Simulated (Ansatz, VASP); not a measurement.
# Pb in VASP and in Ansatz

```
CELL_PARAMETERS angstrom
1.77439 1.02445 8.67519
-1.77439 1.02445 8.67519
0.00000 -2.04889 8.67519
ATOMIC_POSITIONS crystal
Pb 0.00000 0.00000 0.00000
Pb 0.22616 0.22616 0.22616
Pb 0.77384 0.77384 0.77384
```

Alike in both runs: functional r2SCAN; k mesh 6 × 6 × 6; occupations gaussian, width 0.1 eV; no spin polarisation.

Ansatz relaxed the structure, and its values are those at the end. VASP's run is a single point on that final structure, the one shown.

|  | VASP | Ansatz |
| --- | --- | --- |
| version | VASP 6.6.1 | Ansatz 0.2.0 |
| potentials or method | VASP PAW PBE potentials, release 64 (Pb_d), cutoff 520 eV | scalar-relativistic, plane waves, PAW |
| valence electrons in the cell | 42 | 42 |

Ansatz gave:

* gap on the k mesh at the Fermi level (eV): none
* pressure (GPa): 0.0
* rms of the force components (eV/Å): 0.003

Question: Estimate VASP's values.

Answer: gap on the k mesh at the Fermi level (eV): none; pressure (GPa): 0.0; rms of the force components (eV/Å): 0.002.

VASP's potentials were made for PBE, not for r2SCAN. A gap of «none» marks a metal or a gap that the smearing closes. The functional is the same, so the differences come from potentials, cutoffs and numerics.

Spin-orbit coupling is off throughout.
